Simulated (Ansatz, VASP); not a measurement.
**One calculation of Cu, two programs**

Contents of INCAR:

```
SYSTEM = Cu
ALGO = Normal
EDIFF = 1E-7
ENCUT = 520
ISIF = 2
ISMEAR = 0
LASPH = .True.
LCHARG = .False.
LREAL = .False.
LWAVE = .False.
NBANDS = 12
NELM = 60
PREC = Accurate
SIGMA = 0.3
```

Contents of KPOINTS:

```
k-points
0
Gamma
  15 15 15
  0 0 0
```

File POSCAR:

```
Cu
1.0
    0.0000000000      1.7588202533      1.7588202533
    1.7588202533      0.0000000000      1.7588202533
    1.7588202533      1.7588202533      0.0000000000
Cu
1
Direct
    0.0000000000      0.0000000000      0.0000000000
```

Input for Ansatz:

```yaml
crystal:
  lattice:
    - [0.0, 1.7588202533, 1.7588202533]
    - [1.7588202533, 0.0, 1.7588202533]
    - [1.7588202533, 1.7588202533, 0.0]
  atoms:
    - { symbol: Cu, position: [0.0, 0.0, 0.0] }
hamiltonian:
  xc: lda
  pseudopotentials:
    kind: paw
    azcp:
      Cu: "pseudopotentials/Cu.paw.azcp"
basis:
  ecutwfc: 420
  fft_grid_basis: typed
kpoints:
  mp_grid: { grid: [15, 15, 15], shift: [0, 0, 0] }
magnetization:
  spin_polarized: false
scf:
  occupations: { method: gaussian, width: 0.3 }
  lower_state_search: "off"
output:
  stress: true
```

Alike in both runs: task single point; functional LDA; k mesh 15 × 15 × 15; occupations gaussian, width 0.3 eV; no spin polarisation.

|  | VASP | Ansatz |
| --- | --- | --- |
| version | VASP 6.6.1 | Ansatz 0.2.0 |
| potentials or method | VASP PAW LDA potentials, release 64 (Cu), cutoff 520 eV | plane waves (420 eV) with PAW, scalar-relativistic |
| valence electrons in the cell | 11 | 19 |

```tsv
	VASP	Ansatz	Ansatz less VASP
pressure (GPa)	0.9	0.1	-0.84
```

Ansatz warns that its potentials were made for another functional, while VASP's fit it. LDA's correlation is that of Perdew and Zunger in VASP and of Perdew and Wang (1992) in Ansatz. VASP's potentials hold 11 valence electrons a cell and Ansatz's 19, so a difference there can come from the potentials and not from the codes.
